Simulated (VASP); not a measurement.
# BiTe in VASP: a series of runs

The runs below take BiTe through single point, relaxation of the atoms, with PBE0, SVWN5.

All numbers are computed with VASP 6.6.1; they aren't measurements. Logs are shortened: lines on timing, memory, paths and dates and some standing lists are left out, and cuts for length are marked.

## (1) The cell of the first run

The structure is cubic, space group Fm-3m (No. 225). Conventional cell: a = 6.597 Å, b = 6.597 Å, c = 6.597 Å, α = 90.00°, β = 90.00°, γ = 90.00°. Bi (site symmetry m-3m) has 6 Te at 3.30 Å within 4.3 Å. Within 4.3 Å of Te (site symmetry m-3m) lie 6 Bi at 3.30 Å.

## (2) Single point, PBE0

The input, POSCAR:

```
BiTe
1.0
    0.0000000000      3.2984474805      3.2984474805
    3.2984474805      0.0000000000      3.2984474805
    3.2984474805      3.2984474805      0.0000000000
Bi Te
1 1
Direct
    0.0000000000      0.0000000000      0.0000000000
    0.5000000000      0.5000000000      0.5000000000
```

The input, INCAR.step1:

```
SYSTEM = BiTe
PREC = Accurate ; ENCUT = 520
EDIFF = 1E-5 ; ISMEAR = -1
SIGMA = 0.05 ; LREAL = .False.
LASPH = .True. ; NELM = 100
ALGO = Normal ; ISIF = 2
LWAVE = .True. ; NBANDS = 18
GGA = PE
```

The input, INCAR.step2:

```
SYSTEM = BiTe
PREC = Accurate ; ENCUT = 520
EDIFF = 1E-7 ; ISMEAR = -1
SIGMA = 0.05 ; LREAL = .False.
LASPH = .True. ; NELM = 100
ALGO = Normal ; ISIF = 2
LWAVE = .False. ; LCHARG = .True.
GGA = PE ; LHFCALC = .True.
AEXX = 0.25 ; PRECFOCK = Normal
LELF = .True. ; LVHAR = .True.
NBANDS = 18 ; ISTART = 1
```

The input, KPOINTS:

```
regular mesh
0
Gamma
  4 4 4
  0 0 0
```

Potentials or basis: VASP PAW PBE potentials, release 64 (Bi_d, Te).

Launch:

```console
$ cat potpaw_PBE.64/Bi_d/POTCAR potpaw_PBE.64/Te/POTCAR > POTCAR
$ cp INCAR.step1 INCAR
$ mpirun -np 1 vasp_std > vasp.out
$ cp INCAR.step2 INCAR
$ mpirun -np 1 vasp_std > vasp.out
```

OUTCAR:

```text
SYSTEM = BiTe
   PREC = Accurate
   ENCUT = 520
   EDIFF = 1E-7
   ISMEAR = -1
   LREAL = .False.
   LASPH = .True.
   NELM = 100
   ISIF = 2
   GGA = PE
   LHFCALC = .True.
   AEXX = 0.25
   PRECFOCK = Normal
   ISTART = 1

 ion  position               nearest neighbor table
   1  0.000  0.000  0.000-   2 3.30   2 3.30   2 3.30   2 3.30   2 3.30   2 3.30
   2  0.500  0.500  0.500-   1 3.30   1 3.30   1 3.30   1 3.30   1 3.30   1 3.30

  LATTYP: Found a face centered cubic cell.
 ALAT       =     6.5968949610

  Lattice vectors:

 A1 = (   0.0000000000,   3.2984474805,   3.2984474805)
 A2 = (   3.2984474805,   0.0000000000,   3.2984474805)
 A3 = (   3.2984474805,   3.2984474805,   0.0000000000)

Analysis of symmetry for initial positions (statically):
=====================================================================
 Subroutine PRICEL returns:
 Original cell was already a primitive cell.

 Routine SETGRP: Setting up the symmetry group for a
 face centered cubic supercell.

 Subroutine GETGRP returns: Found 48 space group operations
 (whereof 48 operations were pure point group operations)
 out of a pool of 48 trial point group operations.

The static configuration has the point symmetry O_h .

Analysis of symmetry for dynamics (positions and initial velocities):
=====================================================================
 Subroutine PRICEL returns:
 Original cell was already a primitive cell.

 Routine SETGRP: Setting up the symmetry group for a
 face centered cubic supercell.

 Subroutine GETGRP returns: Found 48 space group operations
 (whereof 48 operations were pure point group operations)
 out of a pool of 48 trial point group operations.

The dynamic configuration has the point symmetry O_h .

 Subroutine INISYM returns: Found 48 space group operations
 (whereof 48 operations are pure point group operations),
 and found     1 'primitive' translations

----------------------------------------------------------------------------------------

                                     Primitive cell

  volume of cell :      71.7726

  direct lattice vectors                    reciprocal lattice vectors
     0.000000000  3.298447481  3.298447481    -0.151586467  0.151586467  0.151586467
     3.298447481  0.000000000  3.298447481     0.151586467 -0.151586467  0.151586467
     3.298447481  3.298447481  0.000000000     0.151586467  0.151586467 -0.151586467

  length of vectors
     4.664709162  4.664709162  4.664709162     0.262555463  0.262555463  0.262555463

  position of ions in fractional coordinates (direct lattice)
     0.000000000  0.000000000  0.000000000
     0.500000000  0.500000000  0.500000000

  ion indices of the primitive-cell ions
   primitive index   ion index
                 1           1
                 2           2

----------------------------------------------------------------------------------------

 KPOINTS: regular mesh

Automatic generation of k-mesh.
 Grid dimensions read from file:
 generate k-points for:    4    4    4

 Generating k-lattice:

  Cartesian coordinates                     Fractional coordinates (reciprocal lattice)
    -0.037896617  0.037896617  0.037896617     0.250000000  0.000000000  0.000000000
     0.037896617 -0.037896617  0.037896617     0.000000000  0.250000000  0.000000000
     0.037896617  0.037896617 -0.037896617     0.000000000  0.000000000  0.250000000

  Length of vectors
     0.065638866  0.065638866  0.065638866

  Shift w.r.t. Gamma in fractional coordinates (k-lattice)
     0.000000000  0.000000000  0.000000000

 Subroutine IBZKPT returns following result:
 ===========================================

 Found      8 irreducible k-points:

 Following reciprocal coordinates:
            Coordinates               Weight
  0.000000  0.000000  0.000000      1.000000
  0.250000  0.000000  0.000000      8.000000
  0.500000  0.000000  0.000000      4.000000
  0.250000  0.250000  0.000000      6.000000
  0.500000  0.250000  0.000000     24.000000
 -0.250000  0.250000  0.000000     12.000000
  0.500000  0.500000  0.000000      3.000000
 -0.250000  0.500000  0.250000      6.000000
   k-points           NKPTS =      8   k-points in BZ     NKDIM =     64   number of bands    NBANDS=     18
   number of dos      NEDOS =    301   number of ions     NIONS =      2
   total plane-waves  NPLWV =  46656
   dimension x,y,z NGX =    36 NGY =   36 NGZ =   36
   dimension x,y,z NGXF=    72 NGYF=   72 NGZF=   72
   ions per type =               1   1
   NGX,Y,Z   is equivalent  to a cutoff of  12.83, 12.83, 12.83 a.u.
   NGXF,Y,Z  is equivalent  to a cutoff of  25.66, 25.66, 25.66 a.u.
 SYSTEM =  BiTe
   PREC   = accura    normal or accurate (medium, high low for compatibility)
   ISTART =      1    job   : 0-new  1-cont  2-samecut
   ICHARG =      0    charge: 1-file 2-atom 10-const
   ISPIN  =      1    spin polarized calculation?
   LNONCOLLINEAR =      F non collinear calculations
   LSORBIT =      F    spin-orbit coupling
   LASPH  =      T    aspherical Exc in radial PAW
   ENCUT  =  520.0 eV  38.22 Ry    6.18 a.u.   8.67  8.67  8.67*2*pi/ulx,y,z
   NELM   =    100;   NELMIN=  2; NELMDL=  0     # of ELM steps
   EDIFF  = 0.1E-06   stopping-criterion for ELM
   LREAL  =      F    real-space projection
   EDIFFG = 0.1E-05   stopping-criterion for IOM
   NSW    =      0    number of steps for IOM
   IBRION =     -1    ionic relax: 0-MD 1-quasi-New 2-CG
   NFREE  =      0    steps in history (QN), initial steepest desc. (CG)
   ISIF   =      2    stress and relaxation
   ISYM   =      3    0-nonsym 1-usesym 2-fastsym
   POTIM  = 0.5000    time-step for ionic-motion
   TEBEG  =    0.0;   TEEND  =   0.0 temperature during run
   PSTRESS=    0.0 pullay stress
   NELECT =      21.0000    total number of electrons
   NUPDOWN=      -1.0000    fix difference up-down
   EMIN   =  10.00;   EMAX   =-10.00  energy-range for DOS
   EFERMI =   0.00;   METHOD = LEGACY
   ISMEAR =    -1;   SIGMA  =   0.05  broadening in eV -4-tet -1-fermi 0-gaus
   EFERMI_NEDOS =   21; number of points for ismear=-14 and -15
   IALGO  =     38    algorithm
   IMIX   =      1    mixing-type and parameters
     AMIX     =   0.40;   BMIX     =  1.00
     AMIX_MAG =   1.60;   BMIX_MAG =  1.00
  volume/ion in A,a.u.               =      35.89       242.17
  Fermi-wavevector in a.u.,A,eV,Ry     =   1.086830  2.053811 16.071200  1.181200
  Thomas-Fermi vector in A             =   2.222976
   LORBIT       =      0    0 simple, 1 ext, 2 COOP (PROOUT), +10 PAW based schemes
   GGA     = PE    functional components
   LHFCALC =     T    Hartree Fock is set to
   PRECFOCK=normal    Normal, Fast or Accurate (Low or Medium for compatibility)
   ENCUT4O =  -1.0   cutoff for four orbital integrals eV
   NKREDX  =     1    reduce k-point grid by
   NKREDY  =     1    reduce k-point grid by
   NKREDZ  =     1    reduce k-point grid by
   AEXX    =    0.2500 exact exchange contribution
   HFSCREEN=    0.0000 screening length (either q_TF or 0.3 A-1)
   HFSCREENC=   0.0000 screening length for correlation (either q_TF or 0.3 A-1)
   ENCUTFOCK=  -1.0 apply spherical cutoff to Coloumb kernel
   IVDW    =     0    specifies the selected vdW correction
   LEPSILON=     F    determine dielectric tensor
   LRPA    =     F    only Hartree local field effects (RPA)
 non-spin polarized calculation
  energy-cutoff  :      520.00
  volume of cell :       71.77
 maximum number of plane-waves:      1964
 NGX is ok and might be reduce to    36
  NGX = 28; NGY = 28; NGZ = 28

 number of electron      20.9999998 magnetization

 Free energy of the ion-electron system (eV)
  ---------------------------------------------------
  ext. energy  EPLUGINS =         0.00000000
  ---------------------------------------------------
  free energy    TOTEN  =        -9.63320412 eV

  energy without entropy =       -9.62473750  energy(sigma->0) =       -9.62897081

 E-fermi :   5.9565     XC(G=0):  -7.2790

 val. band max:        5.4842918572   @ k =  -0.2500   0.2500   0.0000
 cond. band min:       6.0369079943   @ k =  -0.2500   0.2500   0.0000
 fundamental gap:      0.5526161371
 Fermi energy:         5.9564654592

 k-point     1 :       0.0000    0.0000    0.0000
  band No.  band energies     occupation
      1     -19.8845      2.00000
      2     -19.8845      2.00000
      3     -19.8800      2.00000
      4     -19.8800      2.00000
      5     -19.8800      2.00000
      6      -9.1516      2.00000
[... 10 lines left out ...]
     17      12.4502      0.00000
     18      13.2909      0.00000

 k-point     2 :       0.2500    0.0000    0.0000
  band No.  band energies     occupation
      1     -19.8864      2.00000
      2     -19.8864      2.00000
      3     -19.8793      2.00000
      4     -19.8777      2.00000
      5     -19.8777      2.00000
      6      -8.5822      2.00000
[... 10 lines left out ...]
     17      15.2432      0.00000
     18      15.9023      0.00000

 k-point     3 :       0.5000    0.0000    0.0000
  band No.  band energies     occupation
      1     -19.8883      2.00000
      2     -19.8883      2.00000
      3     -19.8783      2.00000
      4     -19.8750      2.00000
      5     -19.8750      2.00000
      6      -7.1932      2.00000
[... 10 lines left out ...]
     17      15.0313      0.00000
     18      15.9802      0.00000

 k-point     4 :       0.2500    0.2500    0.0000
  band No.  band energies     occupation
      1     -19.8900      2.00000
      2     -19.8830      2.00000
      3     -19.8814      2.00000
      4     -19.8762      2.00000
      5     -19.8762      2.00000
      6      -8.4274      2.00000
[... 10 lines left out ...]
     17      13.9264      0.00000
     18      13.9724      0.00000

 k-point     5 :       0.5000    0.2500    0.0000
  band No.  band energies     occupation
      1     -19.8917      2.00000
      2     -19.8846      2.00000
      3     -19.8797      2.00000
      4     -19.8747      2.00000
      5     -19.8739      2.00000
      6      -7.3702      2.00000
[... 10 lines left out ...]
     17      16.1002      0.00000
     18      16.6520      0.00000

 k-point     6 :      -0.2500    0.2500    0.0000
  band No.  band energies     occupation
      1     -19.8884      2.00000
      2     -19.8870      2.00000
      3     -19.8776      2.00000
      4     -19.8762      2.00000
      5     -19.8760      2.00000
      6      -7.7155      2.00000
[... 10 lines left out ...]
     17      14.7796      0.00000
     18      16.3812      0.00000

 k-point     7 :       0.5000    0.5000    0.0000
  band No.  band energies     occupation
      1     -19.8957      2.00000
      2     -19.8826      2.00000
      3     -19.8813      2.00000
      4     -19.8720      2.00000
      5     -19.8720      2.00000
      6      -7.3572      2.00000
[... 10 lines left out ...]
     17      16.3716      0.00000
     18      17.4279      0.00000

 k-point     8 :      -0.2500    0.5000    0.2500
  band No.  band energies     occupation
      1     -19.8921      2.00000
      2     -19.8844      2.00000
      3     -19.8774      2.00000
      4     -19.8774      2.00000
      5     -19.8720      2.00000
      6      -6.8512      2.00000
[... 10 lines left out ...]
     17      16.3029      0.00000
     18      17.5666      0.00000

------------------------ aborting loop because EDIFF is reached ----------------------------------------

  FORCE on cell =-STRESS in cart. coord.  units (eV):
  Direction    XX          YY          ZZ          XY          YZ          ZX
  --------------------------------------------------------------------------------------
  -------------------------------------------------------------------------------------
  Total       -1.9009256     -1.9009256     -1.9009256      0.0000000      0.0000000     -0.0000000
  in kB      -42.4342951    -42.4342951    -42.4342951      0.0000000      0.0000000     -0.0000000
  external PRESSURE =     -42.4342951 kB  Pullay stress =       0.0000000 kB

 VOLUME and BASIS-vectors are now :
 -----------------------------------------------------------------------------
  energy-cutoff  :      520.00
  volume of cell :       71.77
      direct lattice vectors                 reciprocal lattice vectors
     0.000000000  3.298447481  3.298447481    -0.151586467  0.151586467  0.151586467
     3.298447481  0.000000000  3.298447481     0.151586467 -0.151586467  0.151586467
     3.298447481  3.298447481  0.000000000     0.151586467  0.151586467 -0.151586467

 POSITION                                       TOTAL-FORCE (eV/Angst)
 -----------------------------------------------------------------------------------
      0.00000      0.00000      0.00000         0.000000      0.000000      0.000000
      3.29845      3.29845      3.29845        -0.000000     -0.000000     -0.000000
 -----------------------------------------------------------------------------------
    total drift:                               -0.000000     -0.000000     -0.000000

  FREE ENERGIE OF THE ION-ELECTRON SYSTEM (eV)
  ---------------------------------------------------
  free  energy   TOTEN  =        -9.6332041241 eV

  energy  without entropy=       -9.6247374990  energy(sigma->0) =       -9.62897081
```

Run time: 63 min. Hardware: 1 thread of Intel Xeon 8259CL, shared host; peak memory 0.23 GiB.

What came out:

```
Free energy            : -9.6332 eV
Pressure               : -4.2 GPa
Band gap on the k mesh : zero (an odd number of electrons rules out a gap without spin polarisation)
```

Levels at points of the mesh, in eV from the Fermi level:
| k point | band 6 | band 7 | band 8 | band 9 | band 10 | band 11 | band 12 | band 13 | band 14 | band 15 |
| --- | --- | --- | --- | --- | --- | --- | --- | --- | --- | --- |
| (0.00, 0.00, 0.00) | -15.11 | -9.52 | -3.32 | -3.32 | -3.32 | 2.69 | 2.69 | 2.69 | 5.41 | 5.41 |
| (0.50, 0.00, 0.00) | -13.15 | -12.68 | -2.61 | -2.61 | -2.26 | -1.14 | -0.96 | -0.96 | 8.04 | 8.47 |
| (0.50, 0.50, 0.00) | -13.31 | -11.42 | -6.57 | -4.86 | -4.86 | 2.94 | 4.09 | 4.09 | 5.47 | 9.36 |

Caveat: the k points lie up to 0.41 Å⁻¹ apart, too coarse for converged energies and pressures of a metal; the PAW data sets were made with another functional, which shifts forces and pressure a little; spin-orbit coupling is left out, which moves the levels of the heavy elements; an odd number of electrons without spin polarisation forces a metal; a magnetic or distorted state may lie lower.

## (3) Relaxation of the atoms, SVWN5 (atoms moved at random)

The input, INCAR:

```
SYSTEM = BiTe
PREC     = Accurate       ! precision mode
ENCUT    = 520            ! plane-wave cutoff, eV
EDIFF    = 1E-7           ! SCF threshold, eV
ISMEAR   = -1             ! smearing method
SIGMA    = 0.1            ! smearing width, eV
LREAL    = .FALSE.        ! projectors in reciprocal space
LASPH    = .TRUE.         ! aspherical terms in the spheres
NELM     = 80             ! most SCF steps
ALGO     = Normal         ! electronic algorithm
ISIF     = 2              ! what is computed and relaxed
LWAVE    = .FALSE.        ! write WAVECAR
LCHARG   = .FALSE.        ! write CHGCAR
GGA      = VW             ! functional
IBRION   = 2              ! ionic algorithm
NSW      = 60             ! ionic steps
EDIFFG   = -0.01          ! ionic threshold
```

The input, KPOINTS:

```
regular mesh
0
G
  6 6 6
  0 0 0
```

The input, POSCAR:

```
BiTe
1.0
    0.0000000000      3.2350000000      3.2350000000
    3.2350000000      0.0000000000      3.2350000000
    3.2350000000      3.2350000000      0.0000000000
Bi Te
1 1
Direct
    0.0055740000     -0.0087210000     -0.0015650000
    0.4955710000      0.4814140000      0.5128690000
```

Potentials or basis: VASP PAW PBE potentials, release 64 (Bi_d, Te).

Launch:

```console
$ cat potpaw_PBE.64/Bi_d/POTCAR potpaw_PBE.64/Te/POTCAR > POTCAR
$ mpirun -np 1 vasp_std > vasp.out
```

Run time: 3.6 min. Hardware: 1 thread of Oxide Virtual Turin-like, shared host; peak memory 0.23 GiB.

Results (log left out):

```yaml
Free_energy: -8.4935 eV
Energy_gained_by_relaxing: 3.0 meV/atom
Ionic_steps: 3
Pressure_after_relaxing: -2.7 GPa
Band_gap_on_the_k_mesh: zero (an odd number of electrons rules out a gap without spin polarisation)
```

The path:
| step | energy change (eV) | largest force (eV/Å) | pressure (GPa) |
| --- | --- | --- | --- |
| 1 | 0.0000 | 0.1764 | -2.66 |
| 2 | -0.0026 | 0.1320 | -2.70 |
| 3 | -0.0060 | 0.0005 | -2.74 |

Final structure:
```
Bi Te
1.0
     0.00000    3.23500    3.23500
     3.23500    0.00000    3.23500
     3.23500    3.23500    0.00000
Bi Te
1 1
Cartesian
  3.2092 0.0202 3.1926
  3.2091 3.2551 3.1927
```

Levels at points of the mesh, in eV from the Fermi level:
```csv
k point,band 8,band 9,band 10,band 11,band 12,band 13
"(0.00, 0.00, 0.00)",-2.45,-2.45,-2.45,2.19,2.19,2.19
"(0.50, 0.00, 0.00)",-1.80,-1.80,-1.53,-0.80,-0.57,-0.57
"(0.00, 0.50, 0.00)",-1.80,-1.80,-1.53,-0.80,-0.57,-0.57
"(0.00, 0.00, 0.50)",-1.80,-1.80,-1.53,-0.80,-0.57,-0.57
"(0.50, 0.50, 0.50)",-1.80,-1.80,-1.53,-0.80,-0.57,-0.57
"(0.50, 0.50, 0.00)",-5.57,-3.92,-3.92,2.34,3.62,3.62
"(0.00, 0.50, 0.50)",-5.57,-3.92,-3.92,2.34,3.62,3.62
"(0.50, 0.00, 0.50)",-5.57,-3.92,-3.92,2.34,3.62,3.62
```

Caveat: the cell differs from its parent crystal (atoms moved at random); the PAW data sets were made with another functional, which shifts forces and pressure a little; spin-orbit coupling is left out, which moves the levels of the heavy elements; an odd number of electrons without spin polarisation forces a metal; a magnetic or distorted state may lie lower.

The gap in the log of VASP goes by the Fermi energy; the results here count the filled bands.